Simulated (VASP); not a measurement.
# Pd (P6_3/mmc) in VASP: notebook, part 2 of 2

VASP 6.6.1. Earlier steps stand in the parts before.

## (5) Single point, PBE (strain +0.0450 x Voigt [1, 1, 0, 0, 0, 0])

INCAR reads:

```
SYSTEM = Pd
  PREC = Accurate
  ENCUT = 520
  EDIFF = 1E-6
  ISMEAR = 0
  SIGMA = 0.15
  LREAL = .FALSE.
  LASPH = .TRUE.
  NELM = 80
  ALGO = Fast
  ISIF = 2
  LWAVE = .FALSE.
  LCHARG = .TRUE.
  GGA = PE
  LELF = .TRUE.
  LVHAR = .TRUE.
  NBANDS = 28
```

KPOINTS reads:

```
regular mesh
0
G
  18 18 6
  0 0 0
```

POSCAR reads:

```
Pd
1.0
    2.9047986792      0.0000000000      0.0000000000
   -1.4523993396      2.5156294490      0.0000000000
    0.0000000000      0.0000000000      9.1786947690
Pd
4
Direct
    0.0000000000      0.0000000000      0.0000000000
    0.3333333333      0.6666666667      0.2500000000
    0.0000000000      0.0000000000      0.5000000000
    0.6666666667      0.3333333333      0.7500000000
```

Potentials or basis: VASP PAW PBE potentials, release 64 (Pd).

Command:

```
> cat potpaw_PBE.64/Pd/POTCAR > POTCAR
> mpirun -np 1 vasp_std > vasp.out
```

OUTCAR:

```text
SYSTEM = Pd
   PREC = Accurate
   ENCUT = 520
   EDIFF = 1E-6
   ISMEAR = 0
   LREAL = .FALSE.
   LASPH = .TRUE.
   NELM = 80
   ISIF = 2
   GGA = PE

 ion  position               nearest neighbor table
   1  0.000  0.000  0.000-   2 2.84   4 2.84   2 2.84   4 2.84   4 2.84   2 2.84
   2  0.333  0.667  0.250-   1 2.84   3 2.84   1 2.84   3 2.84   1 2.84   3 2.84
   3  0.000  0.000  0.500-   2 2.84   4 2.84   2 2.84   4 2.84   4 2.84   2 2.84
   4  0.667  0.333  0.750-   1 2.84   3 2.84   1 2.84   3 2.84   1 2.84   3 2.84

  LATTYP: Found a hexagonal cell.
 ALAT       =     2.9047986792
 C/A-ratio  =     3.1598385233

  Lattice vectors:

 A1 = (   2.9047986792,   0.0000000000,   0.0000000000)
 A2 = (  -1.4523993396,   2.5156294490,   0.0000000000)
 A3 = (   0.0000000000,   0.0000000000,   9.1786947690)

Analysis of symmetry for initial positions (statically):
=====================================================================
 Subroutine PRICEL returns:
 Original cell was already a primitive cell.

 Routine SETGRP: Setting up the symmetry group for a
 hexagonal supercell.

 Subroutine GETGRP returns: Found 24 space group operations
 (whereof 12 operations were pure point group operations)
 out of a pool of 24 trial point group operations.

The static configuration has the point symmetry D_3d.
 The point group associated with its full space group is D_6h.

Analysis of symmetry for dynamics (positions and initial velocities):
=====================================================================
 Subroutine PRICEL returns:
 Original cell was already a primitive cell.

 Routine SETGRP: Setting up the symmetry group for a
 hexagonal supercell.

 Subroutine GETGRP returns: Found 24 space group operations
 (whereof 12 operations were pure point group operations)
 out of a pool of 24 trial point group operations.

The dynamic configuration has the point symmetry D_3d.
[... 118 lines left out ...]
   EFERMI =   0.00;   METHOD = LEGACY
   ISMEAR =     0;   SIGMA  =   0.15  broadening in eV -4-tet -1-fermi 0-gaus
   EFERMI_NEDOS =   21; number of points for ismear=-14 and -15
   IALGO  =     68    algorithm
   IMIX   =      4    mixing-type and parameters
     AMIX     =   0.40;   BMIX     =  1.00
     AMIX_MAG =   1.60;   BMIX_MAG =  1.00
  volume/ion in A,a.u.               =      16.77       113.16
  Fermi-wavevector in a.u.,A,eV,Ry     =   1.377993  2.604029 25.835615  1.898864
  Thomas-Fermi vector in A             =   2.503095
   LORBIT       =      0    0 simple, 1 ext, 2 COOP (PROOUT), +10 PAW based schemes
   GGA     = PE    functional components
   LHFCALC =     F    Hartree Fock is set to
   AEXX    =    0.0000 exact exchange contribution
   IVDW    =     0    specifies the selected vdW correction
   LEPSILON=     F    determine dielectric tensor
   LRPA    =     F    only Hartree local field effects (RPA)
 non-spin polarized calculation
 RMM-DIIS sequential band-by-band and
 Gauss-broadening in eV      SIGMA  =   0.15
  energy-cutoff  :      520.00
  volume of cell :       67.07
 maximum number of plane-waves:      1852
 NGX is ok and might be reduce to    24
   NGX = 11   NGY = 11   NGZ = 35

 number of electron      40.0000016 magnetization

 Free energy of the ion-electron system (eV)
  ---------------------------------------------------
  ext. energy  EPLUGINS =         0.00000000
  ---------------------------------------------------
  free energy    TOTEN  =       -20.62362084 eV

  energy without entropy =      -20.50132073  energy(sigma->0) =      -20.56247078

 E-fermi :   7.7840     XC(G=0): -12.3964

 val. band max:        7.7836721439   @ k =   0.4444   0.1111   0.0000
 cond. band min:       7.7842027158   @ k =   0.3333   0.1667   0.3333
 fundamental gap:      0.0005305719
 Fermi energy:         7.7840283802

 k-point     1 :       0.0000    0.0000    0.0000
  band No.  band energies     occupation
      1       1.5753      2.00000
      2       3.2254      2.00000
      3       3.2350      2.00000
      4       3.4219      2.00000
      5       5.3891      2.00000
      6       5.3891      2.00000
[... 733 lines left out ...]
     27      17.3133      0.00000
     28      17.9421      0.00000

 [... further k-points ...]
[... 5 lines left out ...]
  --------------------------------------------------------------------------------------
  -------------------------------------------------------------------------------------
  Total       -5.2687208     -5.2687208     -3.8028582      0.0000000      0.0000000     -0.0000000
  in kB     -125.8554801   -125.8554801    -90.8399908      0.0000000      0.0000000     -0.0000000
  external PRESSURE =    -114.1836503 kB  Pullay stress =       0.0000000 kB

 VOLUME and BASIS-vectors are now :
 -----------------------------------------------------------------------------
  energy-cutoff  :      520.00
  volume of cell :       67.07
      direct lattice vectors                 reciprocal lattice vectors
     2.904798679  0.000000000  0.000000000     0.344257937  0.198757412  0.000000000
    -1.452399340  2.515629449  0.000000000     0.000000000  0.397514825  0.000000000
     0.000000000  0.000000000  9.178694769     0.000000000  0.000000000  0.108947952

 POSITION                                       TOTAL-FORCE (eV/Angst)
 -----------------------------------------------------------------------------------
      0.00000      0.00000      0.00000         0.000000      0.000000     -0.000000
     -0.00000      1.67709      2.29467        -0.000000      0.000000     -0.000000
      0.00000      0.00000      4.58935         0.000000      0.000000     -0.000000
      1.45240      0.83854      6.88402        -0.000000     -0.000000      0.000000
 -----------------------------------------------------------------------------------
    total drift:                               -0.000000      0.000000      0.000000

  FREE ENERGIE OF THE ION-ELECTRON SYSTEM (eV)
  ---------------------------------------------------
  free  energy   TOTEN  =       -20.6236208439 eV

  energy  without entropy=      -20.5013207254  energy(sigma->0) =      -20.56247078
```

It took 2.9 min on 1 thread of Intel Xeon 6975P-C (Granite Rapids), shared host; peak memory 0.33 GiB.

Results:

```yaml
Free_energy: -20.6236 eV
Pressure: -11.4 GPa
Band_gap_on_the_k_mesh: zero (band 20 reaches 7.94 eV, above the bottom of band 21 at 7.20 eV)
```

Levels at points of the mesh, in eV from the Fermi level:
```
           k point  band 17  band 18  band 19  band 20  band 21  band 22  band 23  band 24
(0.00, 0.00, 0.00)    -1.33    -0.98    -0.98    -0.58    -0.58    -0.08    -0.08     1.54
(0.50, 0.00, 0.00)     0.03     0.07     0.15     0.16     1.55     2.48     3.32     3.74
(0.00, 0.00, 0.50)    -1.11    -1.11    -0.37    -0.37    -0.31    -0.31    -0.31    -0.31
(0.50, 0.00, 0.50)    -0.10    -0.10     0.06     0.06     2.31     2.31     3.54     3.54
```

Caveat: the cell differs from its parent crystal (strain +0.0450 x Voigt [1, 1, 0, 0, 0, 0]).

## (6) Single point, PBE (strain +0.0600 x Voigt [1, 1, 0, 0, 0, 0])

INCAR reads:

```
PREC     = Accurate       # precision mode
ENCUT    = 520            # plane-wave cutoff, eV
EDIFF    = 1E-6           # SCF threshold, eV
ISMEAR   = 0              # smearing method
SIGMA    = 0.15           # smearing width, eV
LREAL    = False          # projectors in reciprocal space
LASPH    = True           # aspherical terms in the spheres
NELM     = 60             # most SCF steps
ALGO     = Fast           # electronic algorithm
ISIF     = 2              # what is computed and relaxed
LWAVE    = False          # write WAVECAR
LCHARG   = False          # write CHGCAR
GGA      = PE             # functional
NBANDS   = 28             # bands
```

KPOINTS reads:

```
Automatic mesh
0
Gamma
  18 18 6
```

Changes to POSCAR since step 5:

```diff
@@ -2,4 +2,4 @@
 1.0
-    2.9047986792      0.0000000000      0.0000000000
-   -1.4523993396      2.5156294490      0.0000000000
+    2.9464943540      0.0000000000      0.0000000000
+   -1.4732471770      2.5517389627      0.0000000000
     0.0000000000      0.0000000000      9.1786947690
```

Potentials or basis: VASP PAW PBE potentials, release 64 (Pd).

Command:

```
> cat potpaw_PBE.64/Pd/POTCAR > POTCAR
> mpirun -np 1 vasp_std > vasp.out
```

OUTCAR:

```text
PREC = Accurate
   ENCUT = 520
   EDIFF = 1E-6
   ISMEAR = 0
   LREAL = False
   LASPH = True
   NELM = 60
   ISIF = 2
   GGA = PE

 ion  position               nearest neighbor table
   1  0.000  0.000  0.000-   2 2.86   4 2.86   4 2.86   2 2.86   4 2.86   2 2.86
   2  0.333  0.667  0.250-   1 2.86   3 2.86   1 2.86   3 2.86   1 2.86   3 2.86
   3  0.000  0.000  0.500-   2 2.86   4 2.86   4 2.86   2 2.86   4 2.86   2 2.86
   4  0.667  0.333  0.750-   1 2.86   3 2.86   1 2.86   3 2.86   1 2.86   3 2.86

  LATTYP: Found a hexagonal cell.
[... 948 lines left out ...]
  --------------------------------------------------------------------------------------
  -------------------------------------------------------------------------------------
  Total       -6.5170090     -6.5170090     -4.8247858      0.0000000      0.0000000      0.0000000
  in kB     -151.2990196   -151.2990196   -112.0123314      0.0000000      0.0000000      0.0000000
  external PRESSURE =    -138.2034569 kB  Pullay stress =       0.0000000 kB

 VOLUME and BASIS-vectors are now :
 -----------------------------------------------------------------------------
  energy-cutoff  :      520.00
  volume of cell :       69.01
      direct lattice vectors                 reciprocal lattice vectors
     2.946494354  0.000000000  0.000000000     0.339386362  0.195944808  0.000000000
    -1.473247177  2.551738963  0.000000000     0.000000000  0.391889615  0.000000000
     0.000000000  0.000000000  9.178694769     0.000000000  0.000000000  0.108947952

 POSITION                                       TOTAL-FORCE (eV/Angst)
 -----------------------------------------------------------------------------------
      0.00000      0.00000      0.00000         0.000000      0.000000      0.000000
     -0.00000      1.70116      2.29467         0.000000     -0.000000     -0.000000
      0.00000      0.00000      4.58935         0.000000      0.000000      0.000000
      1.47325      0.85058      6.88402        -0.000000      0.000000     -0.000000
 -----------------------------------------------------------------------------------
    total drift:                               -0.000000      0.000000      0.000000

  FREE ENERGIE OF THE ION-ELECTRON SYSTEM (eV)
  ---------------------------------------------------
  free  energy   TOTEN  =       -20.4565417631 eV

  energy  without entropy=      -20.3314171692  energy(sigma->0) =      -20.39397947
```

Run time: 2.8 min. Hardware: 1 thread of Intel Xeon 6975P-C (Granite Rapids), shared host; peak memory 0.34 GiB.

Results:

| Property | Result |
| --- | --- |
| Free energy | -20.4565 eV |
| Pressure | -13.8 GPa |
| Band gap on the k mesh | zero (band 20 reaches 7.55 eV, above the bottom of band 21 at 6.82 eV) |

Stress tensor (GPa, compression positive):
```
-15.13   0.00   0.00
  0.00 -15.13   0.00
  0.00   0.00 -11.20
```

Levels at points of the mesh, in eV from the Fermi level:
```tsv
k point	band 18	band 19	band 20	band 21	band 22	band 23
(0.00, 0.00, 0.00)	-0.97	-0.97	-0.54	-0.54	-0.06	-0.06
(0.50, 0.00, 0.00)	0.05	0.13	0.17	1.56	2.50	3.21
(0.00, 0.00, 0.50)	-1.07	-0.30	-0.30	-0.30	-0.30	-0.24
(0.50, 0.00, 0.50)	-0.13	0.04	0.04	2.27	2.27	3.46
```

Caveat: the cell differs from its parent crystal (strain +0.0600 x Voigt [1, 1, 0, 0, 0, 0]).

## (7) Overview

```csv
cell,further INCAR settings,gap on the mesh (eV),pressure (GPa)
"a = 2.613, b = 2.613, c = 9.179 Å, angles 90.0, 90.0, 120.0°, 4 atoms",ALGO = Fast; EDIFF = 1e-06; NBANDS = 28,none,29.9
"a = 2.696, b = 2.696, c = 9.179 Å, angles 90.0, 90.0, 120.0°, 4 atoms",ALGO = Fast; EDIFF = 1e-06; NBANDS = 28,none,12.0
"a = 2.821, b = 2.821, c = 9.179 Å, angles 90.0, 90.0, 120.0°, 4 atoms",ALGO = Fast; EDIFF = 1e-07; NBANDS = 28,none,-4.7
"a = 2.905, b = 2.905, c = 9.179 Å, angles 90.0, 90.0, 120.0°, 4 atoms",ALGO = Fast; EDIFF = 1e-06; NBANDS = 28,none,-11.4
"a = 2.946, b = 2.946, c = 9.179 Å, angles 90.0, 90.0, 120.0°, 4 atoms",ALGO = Fast; EDIFF = 1e-06; NBANDS = 28,none,-13.8
```

Alike in all rows: task single point; level PBE; potentials or basis VASP PAW PBE potentials, release 64 (Pd); no spin polarisation; k mesh 18 × 18 × 6; cutoff (eV) 520; smearing gaussian 0.15 eV.

Absolute energies hang on the potentials; compare differences alone.
